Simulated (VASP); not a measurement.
Write the native input for VASP 6.6.1 that does the following.

```yaml
Task: single point
Functional: PBE
Potentials_or_basis: VASP PAW PBE potentials, release 64 (Mg, I)
Cutoff: 520 eV
k_mesh: 6 × 6 × 4
Occupations: gaussian, width 0.05 eV
Spin: no spin polarisation
Dipole_correction: no
Further_INCAR_settings: ALGO = Normal; EDIFF = 1e-07; NBANDS = 15
```

The structure of MgI2 lies in POSCAR:

```
MgI2
1.0
    4.1154617896      0.0000000000      0.0000000000
   -2.0577308948      3.5640944581      0.0000000000
    0.0000000000      0.0000000000      7.6413829923
Mg I
1 2
Direct
    0.0000000000      0.0000000000      0.0000000000
    0.3333333333      0.6666666667      0.7781860196
    0.6666666667      0.3333333333      0.2218139804
```

The input as run:

INCAR

```
SYSTEM = MgI2
ALGO = Normal ; EDIFF = 1E-7
ENCUT = 520 ; GGA = PE
ISIF = 2 ; ISMEAR = 0
LASPH = .TRUE. ; LCHARG = .FALSE.
LREAL = .FALSE. ; LWAVE = .FALSE.
NBANDS = 15 ; NELM = 100
PREC = Accurate ; SIGMA = 0.05
```

KPOINTS

```
k-points
0
G
  6 6 4
  0 0 0
```

Potentials or basis: VASP PAW PBE potentials, release 64 (Mg, I).

Launch:

```sh
$ cat potpaw_PBE.64/Mg/POTCAR potpaw_PBE.64/I/POTCAR > POTCAR
$ mpirun -np 1 vasp_std > vasp.out
```

It gave:

The pressure is 0.9 GPa, the largest force is 0.030 eV/Å and the band gap on the k mesh is 3.55 eV, indirect (least direct gap 3.77 eV).

Caveat: spin-orbit coupling is left out, which moves the levels of the heavy elements; this functional lacks dispersion, which binds the layers, so the pressure and a relaxed spacing across them are unreliable.

It took 17 s on 1 thread of Intel(R) Xeon(R) 6975P-C (Granite Rapids), on a shared host, peak memory 0.25 GiB.
